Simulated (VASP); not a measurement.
Input of a VASP 6.6.1 run:

The input INCAR:

```
SYSTEM = TiAl
  ALGO = Normal
  EDIFF = 1E-6
  ENCUT = 520
  GGA = PE
  ISIF = 2
  ISMEAR = 0
  LASPH = .TRUE.
  LCHARG = .FALSE.
  LREAL = .FALSE.
  LWAVE = .FALSE.
  NBANDS = 14
  NELM = 80
  PREC = Accurate
  SIGMA = 0.1
```

KPOINTS

```
k-points
0
G
  18 18 10
  0 0 0
```

POSCAR

```
TiAl
1.0
    2.8063329102      0.0000000000      0.0000000000
   -1.4031664551      2.4303555918      0.0000000000
    0.0000000000      0.0000000000      4.6488449812
Ti Al
1 1
Direct
    0.0000000000      0.0000000000      0.0000000000
    0.3333333333      0.6666666667      0.5000000000
```

Potentials or basis: VASP PAW PBE potentials, release 64 (Ti_sv, Al).

Launch:

```bash
$ cat potpaw_PBE.64/Ti_sv/POTCAR potpaw_PBE.64/Al/POTCAR > POTCAR
$ mpirun -np 1 vasp_std > vasp.out
```

(1) What does it give for the pressure?

(2) Predict the band gap on the k mesh.

Results:

(1) 5.8 GPa.

(2) zero (an odd number of electrons rules out a gap without spin polarisation).

Caveat: the cell differs from its parent crystal (strained); the cell stands under pressure.
